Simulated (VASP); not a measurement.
# CaSiH6 (Cm) in VASP: single point with PBEsol

Aim: the single point of CaSiH6 with PBEsol.

Program: VASP 6.6.1. These are calculated values, not measurements. Logs are shortened: lines on timing, memory, paths and dates and some standing lists are left out, and cuts for length are marked.

### Step 1. The cell of the first run

The typed cell holds 8 atoms: a = 4.299 Å, b = 4.299 Å, c = 7.405 Å, α = 89.99°, β = 89.99°, γ = 90.57°.

### Step 2. Single point, PBEsol

Contents of INCAR:

```
SYSTEM = CaSiH6
PREC = Accurate
ENCUT = 520
EDIFF = 1E-6
ISMEAR = -1
SIGMA = 0.03
LREAL = .False.
LASPH = .True.
NELM = 80
ALGO = Normal
ISIF = 2
LWAVE = .False.
LCHARG = .False.
GGA = PS
NBANDS = 20
```

Contents of KPOINTS:

```
regular mesh
0
Gamma
  6 6 4
  0 0 0
```

Contents of POSCAR:

```
CaSiH6
1.0
    3.0247620703     -3.0548904802      0.0004509359
    3.0247620703      3.0548904802      0.0004509359
    0.0000313413      0.0000000000      7.4046086875
Ca Si H
1 1 6
Direct
    0.9727525825      0.9727525825      0.7416591674
    0.1199003100      0.1199003100      0.2418280595
    0.4598803606      0.0556812012      0.2418790157
    0.0556812012      0.4598803606      0.2418790157
    0.4729669827      0.9821195394      0.7416271182
    0.9821195394      0.4729669827      0.7416271182
   -0.0318027888     -0.0318027888      0.4016363358
   -0.0314971976     -0.0314971976      1.0818651496
```

Potentials or basis: VASP PAW PBE potentials, release 64 (Ca_sv, Si, H).

Run with:

```console
> cat potpaw_PBE.64/Ca_sv/POTCAR potpaw_PBE.64/Si/POTCAR potpaw_PBE.64/H/POTCAR > POTCAR
> mpirun -np 1 vasp_std > vasp.out
```

OUTCAR:

```text
SYSTEM = CaSiH6
   PREC = Accurate
   ENCUT = 520
   EDIFF = 1E-6
   ISMEAR = -1
   LREAL = .False.
   LASPH = .True.
   NELM = 80
   ISIF = 2
   GGA = PS

 ion  position               nearest neighbor table
   1  0.973  0.973  0.742-
   2  0.120  0.120  0.242-   3 1.49   4 1.49   8 1.50   7 1.50
   3  0.460  0.056  0.242-   2 1.49
   4  0.056  0.460  0.242-   2 1.49
   5  0.473  0.982  0.742-
   6  0.982  0.473  0.742-
   7  0.968  0.968  0.402-   2 1.50
   8  0.969  0.969  0.082-   2 1.50

  LATTYP: Found a base centered monoclinic cell.
 ALAT       =     6.0495242078
 B/A-ratio  =     1.0099605771
 C/A-ratio  =     1.2239985217
 COS(beta)  =    -0.0001533141

  Lattice vectors:

 A1 = (  -3.0247620703,   3.0548904802,  -0.0004509359)
 A2 = (  -3.0247620703,  -3.0548904802,  -0.0004509359)
 A3 = (   0.0000313413,   0.0000000000,   7.4046086875)

Analysis of symmetry for initial positions (statically):
=====================================================================
 Subroutine PRICEL returns:
 Original cell was already a primitive cell.

 Routine SETGRP: Setting up the symmetry group for a
 base centered monoclinic supercell.

 Subroutine GETGRP returns: Found  2 space group operations
 (whereof  2 operations were pure point group operations)
 out of a pool of  4 trial point group operations.

The static configuration has the point symmetry C_1h.

Analysis of symmetry for dynamics (positions and initial velocities):
=====================================================================
 Subroutine PRICEL returns:
 Original cell was already a primitive cell.

 Routine SETGRP: Setting up the symmetry group for a
 base centered monoclinic supercell.

 Subroutine GETGRP returns: Found  2 space group operations
 (whereof  2 operations were pure point group operations)
 out of a pool of  4 trial point group operations.

The dynamic configuration has the point symmetry C_1h.

 Subroutine INISYM returns: Found  2 space group operations
 (whereof  2 operations are pure point group operations),
 and found     1 'primitive' translations

----------------------------------------------------------------------------------------

                                     Primitive cell

  volume of cell :     136.8419

[... 96 lines left out ...]
   LSORBIT =      F    spin-orbit coupling
   LASPH  =      T    aspherical Exc in radial PAW
   ENCUT  =  520.0 eV  38.22 Ry    6.18 a.u.   7.99  7.99 13.77*2*pi/ulx,y,z
   NELM   =     80;   NELMIN=  2; NELMDL= -5     # of ELM steps
   EDIFF  = 0.1E-05   stopping-criterion for ELM
   LREAL  =      F    real-space projection
   EDIFFG = 0.1E-04   stopping-criterion for IOM
   NSW    =      0    number of steps for IOM
   IBRION =     -1    ionic relax: 0-MD 1-quasi-New 2-CG
   NFREE  =      0    steps in history (QN), initial steepest desc. (CG)
   ISIF   =      2    stress and relaxation
   ISYM   =      2    0-nonsym 1-usesym 2-fastsym
   POTIM  = 0.5000    time-step for ionic-motion
   TEBEG  =    0.0;   TEEND  =   0.0 temperature during run
   PSTRESS=    0.0 pullay stress
   NELECT =      20.0000    total number of electrons
   NUPDOWN=      -1.0000    fix difference up-down
   EMIN   =  10.00;   EMAX   =-10.00  energy-range for DOS
   EFERMI =   0.00;   METHOD = LEGACY
   ISMEAR =    -1;   SIGMA  =   0.03  broadening in eV -4-tet -1-fermi 0-gaus
   EFERMI_NEDOS =   21; number of points for ismear=-14 and -15
   IALGO  =     38    algorithm
   IMIX   =      4    mixing-type and parameters
     AMIX     =   0.40;   BMIX     =  1.00
     AMIX_MAG =   1.60;   BMIX_MAG =  1.00
  volume/ion in A,a.u.               =      17.11       115.43
  Fermi-wavevector in a.u.,A,eV,Ry     =   0.862340  1.629586 10.117703  0.743630
  Thomas-Fermi vector in A             =   1.980127
   LORBIT       =      0    0 simple, 1 ext, 2 COOP (PROOUT), +10 PAW based schemes
   GGA     = PS    functional components
   LHFCALC =     F    Hartree Fock is set to
   AEXX    =    0.0000 exact exchange contribution
   IVDW    =     0    specifies the selected vdW correction
   LEPSILON=     F    determine dielectric tensor
   LRPA    =     F    only Hartree local field effects (RPA)
 non-spin polarized calculation
  energy-cutoff  :      520.00
  volume of cell :      136.84
 maximum number of plane-waves:      3716
   NGX = 15   NGY = 15   NGZ = 27

 number of electron      19.9999996 magnetization

 Free energy of the ion-electron system (eV)
  ---------------------------------------------------
  ext. energy  EPLUGINS =         0.00000000
  ---------------------------------------------------
  free energy    TOTEN  =       -27.57871881 eV

  energy without entropy =      -27.57871881  energy(sigma->0) =      -27.57871881

 E-fermi :  -0.3094     XC(G=0):  -6.5193

 val. band max:       -1.0067651210   @ k =   0.5000   0.5000   0.0000
 cond. band min:       1.4681003708   @ k =   0.5000   0.0000   0.0000
 fundamental gap:      2.4748654918
 Fermi energy:        -0.3093904838

 k-point     1 :       0.0000    0.0000    0.0000
  band No.  band energies     occupation
      1     -40.3269      2.00000
      2     -21.6719      2.00000
      3     -21.2854      2.00000
      4     -21.2792      2.00000
      5     -11.2187      2.00000
      6      -6.0223      2.00000
[... 541 lines left out ...]
     19       5.4982      0.00000
     20       6.2467      0.00000

 [... further k-points ...]
[... 5 lines left out ...]
  --------------------------------------------------------------------------------------
  -------------------------------------------------------------------------------------
  Total       -0.0142726     -0.0133096     -0.0580814      0.0000000      0.0000000     -0.0003302
  in kB       -0.1671070     -0.1558324     -0.6800307      0.0000000      0.0000000     -0.0038658
  external PRESSURE =      -0.3343234 kB  Pullay stress =       0.0000000 kB

 VOLUME and BASIS-vectors are now :
 -----------------------------------------------------------------------------
  energy-cutoff  :      520.00
  volume of cell :      136.84
      direct lattice vectors                 reciprocal lattice vectors
     3.024762070 -3.054890480  0.000450936     0.165302258 -0.163671989 -0.000000700
     3.024762070  3.054890480  0.000450936     0.165302258  0.163671989 -0.000000700
     0.000031341  0.000000000  7.404608687    -0.000020134  0.000000000  0.135051026

 POSITION                                       TOTAL-FORCE (eV/Angst)
 -----------------------------------------------------------------------------------
      5.88471      0.00000      5.49257        -0.000639      0.000000      0.000949
      0.72535      0.00000      1.79075        -0.000880      0.000000     -0.000662
      1.55946     -1.23478      1.79125         0.001646     -0.003715      0.000105
      1.55946      1.23478      1.79125         0.001646      0.003715      0.000105
      4.40131      1.55541      5.49211         0.000173      0.000129     -0.000152
      4.40131     -1.55541      5.49211         0.000173     -0.000129     -0.000152
      5.85714      0.00000      2.97483        -0.000923      0.000000      0.000017
      5.85898      0.00000      0.60705        -0.001196      0.000000     -0.000210
 -----------------------------------------------------------------------------------
    total drift:                                0.000362      0.000000      0.000258

  FREE ENERGIE OF THE ION-ELECTRON SYSTEM (eV)
  ---------------------------------------------------
  free  energy   TOTEN  =       -27.5787188073 eV

  energy  without entropy=      -27.5787188073  energy(sigma->0) =      -27.57871881
```

OSZICAR:

```text
N       E                     dE             d eps       ncg     rms          rms(c)
DAV:   1     0.953791257759E+02    0.95379E+02   -0.83833E+03  1880   0.811E+02
DAV:   2    -0.225722685986E+02   -0.11795E+03   -0.11504E+03  2116   0.206E+02
DAV:   3    -0.297386676658E+02   -0.71664E+01   -0.71327E+01  3392   0.433E+01
DAV:   4    -0.299969105111E+02   -0.25824E+00   -0.25764E+00  2624   0.701E+00
DAV:   5    -0.300136052781E+02   -0.16695E-01   -0.16694E-01  2776   0.129E+00    0.952E+00
DAV:   6    -0.282899395000E+02    0.17237E+01   -0.11097E+00  2192   0.388E+00    0.514E+00
DAV:   7    -0.275820046996E+02    0.70793E+00   -0.17684E+00  2212   0.487E+00    0.932E-01
DAV:   8    -0.275820714087E+02   -0.66709E-04   -0.11686E-01  2588   0.177E+00    0.274E-01
DAV:   9    -0.275788071731E+02    0.32642E-02   -0.97151E-03  2472   0.485E-01    0.187E-01
DAV:  10    -0.275785554168E+02    0.25176E-03   -0.16240E-02  2376   0.512E-01    0.914E-02
DAV:  11    -0.275785315529E+02    0.23864E-04   -0.15884E-03  2816   0.192E-01    0.358E-02
DAV:  12    -0.275786941733E+02   -0.16262E-03   -0.31272E-04  2556   0.931E-02    0.174E-02
DAV:  13    -0.275787086735E+02   -0.14500E-04   -0.25967E-05  2672   0.284E-02    0.104E-02
DAV:  14    -0.275787187144E+02   -0.10041E-04   -0.22056E-05  2256   0.238E-02    0.542E-03
DAV:  15    -0.275787188073E+02   -0.92936E-07   -0.82712E-07  1856   0.533E-03
   1 F= -.27578719E+02 E0= -.27578719E+02  d E =-.227907E-11
```

stdout:

```text
POSCAR found type information on POSCAR CaSiH
 POSCAR found :  3 types and       8 ions
 scaLAPACK will be used
 -----------------------------------------------------------------------------
|                                                                             |
|                                                                             |
|     You enforced a specific xc type in the INCAR file but a different       |
|     I HOPE YOU KNOW WHAT YOU ARE DOING!                                     |
|                                                                             |
 -----------------------------------------------------------------------------

 LDA part: xc-table for (Slater+PW92), standard interpolation
 POSCAR, INCAR and KPOINTS ok, starting setup
 FFT: planning ... GRIDC
 FFT: planning ... GRID_SOFT
 FFT: planning ... GRID
 WAVECAR not read
 entering main loop
```

It used 91 s of CPU time on 1 thread of Intel(R) Xeon(R) Platinum 8488C (Sapphire Rapids), with other jobs on the host.

Results:

- Free energy: -27.5787 eV
- Pressure: 0.0 GPa
- Largest force: 0.004 eV/Å
- Band gap on the k mesh: 2.47 eV, indirect (least direct gap 2.66 eV)

Forces on the atoms (eV/Å):
```
Ca  -0.001  0.000  0.001
Si  -0.001  0.000 -0.001
H    0.002 -0.004  0.000
H    0.002  0.004  0.000
H    0.000  0.000  0.000
H    0.000  0.000  0.000
H   -0.001  0.000  0.000
H   -0.001  0.000  0.000
```

Caveat: the PAW data sets were made with another functional, which shifts forces and pressure a little. As with any semilocal functional, this PBEsol gap is likely too small.
